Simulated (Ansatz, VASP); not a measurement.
# Two plane-wave programs on GdMn3

Contents of INCAR:

```
ALGO = Normal
EDIFF = 1E-6
ENCUT = 520
GGA = PE
ISIF = 2
ISMEAR = 0
ISPIN = 2
LASPH = T
LCHARG = T
LDAU = T
LDAUJ = 0 0
LDAUL = 3 -1
LDAUPRINT = 1
LDAUTYPE = 2
LDAUU = 1 0
LELF = T
LMAXMIX = 6
LORBIT = 11
LREAL = F
LVHAR = T
LWAVE = F
MAGMOM = 7.96 -3.72 -3.72 -3.72
NBANDS = 40
NELM = 150
PREC = Accurate
SIGMA = 0.05
```

Contents of KPOINTS:

```
k-points
0
Gamma
  8 8 8
```

File POSCAR:

```
GdMn3
1.0
    4.1305773977      0.0000000000      0.0000000000
    0.0000000000      4.1305773977      0.0000000000
    0.0000000000      0.0000000000      4.1305773977
Gd Mn
1 3
Direct
    0.0000000000      0.0000000000      0.0000000000
    0.0000000000      0.5000000000      0.5000000000
    0.5000000000      0.5000000000      0.0000000000
    0.5000000000      0.0000000000      0.5000000000
```

Input for Ansatz:

```yaml
crystal:
  lattice:
    - [4.1305773977, 0.0, 0.0]
    - [0.0, 4.1305773977, 0.0]
    - [0.0, 0.0, 4.1305773977]
  atoms:
    - { symbol: Gd, position: [0.0, 0.0, 0.0], spin: 7.96 }
    - { symbol: Mn, position: [0.0, 0.5, 0.5], spin: -3.72 }
    - { symbol: Mn, position: [0.5, 0.5, 0.0], spin: -3.72 }
    - { symbol: Mn, position: [0.5, 0.0, 0.5], spin: -3.72 }
basis:
  ecutwfc: 420
  ecutrho_ratio: 4
kpoints:
  mp_grid: { grid: [8, 8, 8] }
hamiltonian:
  xc: pbe
  hubbard: { sites: [{ species: Gd, l: f, u_eff: 1.0 }] }
scf:
  occupations: { method: gaussian, width: 0.05 }
  lower_state_search: "off"
output:
  forces: true
  stress: true
  eigenvalues: true
  populations: true
  hubbard: { sites: [{ species: Gd, l: f }] }
  dos: { projected: true, de: 0.02 }
magnetization:
  spin_polarized: true
checkpoint:
  read: start.run
  write: ck
  compress: false
  write_wavefunctions: false
  write_every: 100000
```

Alike in both runs: task single point; functional PBE; k mesh 8 × 8 × 8; occupations gaussian, width 0.05 eV; collinear spin; Hubbard terms Gd f U = 1.0 eV.

```csv
,VASP,Ansatz
version,VASP 6.6.1,Ansatz 0.2.0
potentials or method,"VASP PAW PBE potentials, release 64 (Gd, Mn_pv), cutoff 520 eV","scalar-relativistic, plane waves, PAW"
valence electrons in the cell,57,63
```

Ansatz gave:

| Property | Result |
| --- | --- |
| gap on the k mesh at the Fermi level (eV) | none |
| pressure (GPa) | -1.1 |
| net moment per atom (μB) | 0.70 |
| size of the moment on the site where the two differ most (μB) | 7.15 |

Q: What did VASP give for the same quantities?

A: gap on the k mesh at the Fermi level (eV): none; pressure (GPa): -1.0; net moment per atom (μB): 0.70; size of the moment on the site where the two differ most (μB): 6.99.

Site moments also hang on the region over which each program counts them. The programs project onto different local orbitals, so the same U acts differently, and such runs can settle in different states. A gap of «none» marks a metal or a gap that the smearing closes. VASP's potentials hold 57 valence electrons a cell and Ansatz's 63, so a difference there can come from the potentials and not from the codes. Ansatz's warnings: filled band counts differ across k points.

Spin-orbit coupling is off throughout.
